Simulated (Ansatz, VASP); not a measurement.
NaCl: VASP beside Ansatz

```
Na Cl
1.0
     3.40553    0.00632   -0.01860
     0.00632    3.28601    0.09446
    -0.01860    0.09446    3.43850
Na Cl
1 1
Direct
  0.00000 0.00000 0.00000
  0.50000 0.50000 0.50000
```

Alike in both runs: task single point; functional PBE; k mesh 4 × 4 × 4; occupations gaussian, width 0.1 eV; no spin polarisation; Hubbard terms Cl p U = 1.3 eV.

|  | VASP | Ansatz |
| --- | --- | --- |
| version | VASP 6.6.1 | Ansatz 0.2.0 |
| potentials or method | VASP PAW PBE potentials, release 64 (Na_sv, Cl), cutoff 1130 eV | scalar-relativistic, plane waves, PAW |
| valence electrons in the cell | 16 | 16 |

|  | VASP | Ansatz | Ansatz less VASP |
| --- | --- | --- | --- |
| gap on the k mesh at the Fermi level (eV) | 4.25 | 4.71 | +0.462 |
| least direct gap on the mesh (eV) | 4.73 | 5.20 | +0.470 |
| pressure (GPa) | 3.8 | 4.1 | +0.28 |
| traceless stress, the component that is largest in VASP (GPa) | 2.59 | 2.63 | +0.046 |

The programs project onto different local orbitals, so the same U acts differently, and such runs can settle in different states.

The k mesh is coarse, so the values compare programs but aren't converged.
